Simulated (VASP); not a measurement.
A run of VASP 6.6.1 is set up as follows.

The input INCAR:

```
PREC     = Accurate       # precision mode
ENCUT    = 520            # plane-wave cutoff, eV
EDIFF    = 1E-7           # SCF threshold, eV
ISMEAR   = 0              # smearing method
SIGMA    = 0.1            # smearing width, eV
LREAL    = F              # projectors in reciprocal space
LASPH    = T              # aspherical terms in the spheres
NELM     = 150            # most SCF steps
ALGO     = Normal         # electronic algorithm
ISIF     = 2              # what is computed and relaxed
LWAVE    = F              # write WAVECAR
LCHARG   = F              # write CHGCAR
ISPIN    = 2              # spin polarisation
MAGMOM   = 0 0 0 1 1 1    # initial moments
LORBIT   = 11             # projections on sites
GGA      = PE             # functional
NBANDS   = 27             # bands
```

Contents of KPOINTS:

```
regular mesh
0
Gamma
  8 8 2
```

The input POSCAR:

```
Be2SO3
1.0
    2.4585179201      0.0000000000      0.0000000000
    0.0000000000      2.4585179201      0.0000000000
    0.0000000000      0.0000000000      8.9580150341
Be S O
2 1 3
Direct
    0.0000000000      0.0000000000      0.2876674136
    0.0000000000      0.0000000000      0.7123325864
    0.0000000000      0.0000000000      0.0000000000
    0.5000000000      0.5000000000      0.2934218056
    0.5000000000      0.5000000000      0.5000000000
    0.5000000000      0.5000000000      0.7065781944
```

Potentials or basis: VASP PAW PBE potentials, release 64 (Be, S, O).

Run with:

```bash
$ cat potpaw_PBE.64/Be/POTCAR potpaw_PBE.64/S/POTCAR potpaw_PBE.64/O/POTCAR > POTCAR
$ mpirun -np 1 vasp_std > vasp.out
```

Task: What does it give for the pressure?

Result: 1.4 GPa.

Task: Estimate the largest force.

Result: 0.079 eV/Å.

Task: Predict the site moments.

Result: Be -0.00; S -0.00; O +0.00, +0.40 μB.

Task: Predict the net moment.

Result: 0.43 μB per cell.

Stress tensor (GPa, compression positive):
```
2.00 0.00 0.00
0.00 2.00 0.00
0.00 0.00 0.07
```
